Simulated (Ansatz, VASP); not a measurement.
**BiSbS4 in VASP and in Ansatz**

```xyz
6
Lattice="3.7069 0.0000 0.0000 -1.8535 3.2103 0.0000 0.0000 0.0000 14.0327" Properties=species:S:1:pos:R:3 pbc="T T T"
Sb    0.0000    0.0000    0.0000
Bi    0.0000    0.0000    7.0163
S     0.0000    2.1402   12.3211
S     0.0000    2.1402    5.2106
S     1.8535    1.0701    8.8220
S     1.8535    1.0701    1.7116
```

Change from the starting cell: species swapped into the ZrTaTe4 type (P-3m1, No. 164).

Alike in both runs: task relaxation of cell and atoms; functional PBE; k mesh 4 × 4 × 1; occupations gaussian, width 0.15 eV; no spin polarisation.

|  | VASP | Ansatz |
| --- | --- | --- |
| version | VASP 6.6.1 | Ansatz 0.2.0 |
| potentials or method | VASP PAW PBE potentials, release 64 (Sb_d_GW, Bi_d, S), cutoff 500 eV | scalar-relativistic, plane waves, PAW |
| valence electrons in the cell | 54 | 54 |

Ansatz gave:

| Quantity | Value |
| --- | --- |
| gap on the k mesh at the Fermi level, each at its own relaxed structure (eV) | none |
| relaxed volume (Å³/atom) | 29.22 |
| relaxed cell length with the largest relative difference (Å) | 13.536 |

Problem. Estimate VASP's values.

Solution. gap on the k mesh at the Fermi level, each at its own relaxed structure (eV): none; relaxed volume (Å³/atom): 27.56; relaxed cell length with the largest relative difference (Å): 12.786.

A gap of «none» marks a metal or a gap that the smearing closes. One of these differences is far larger than is usual between the two programs; its cause wasn't traced.

The k mesh is coarse, so the values compare programs but aren't converged. Neither program's run includes spin-orbit coupling.
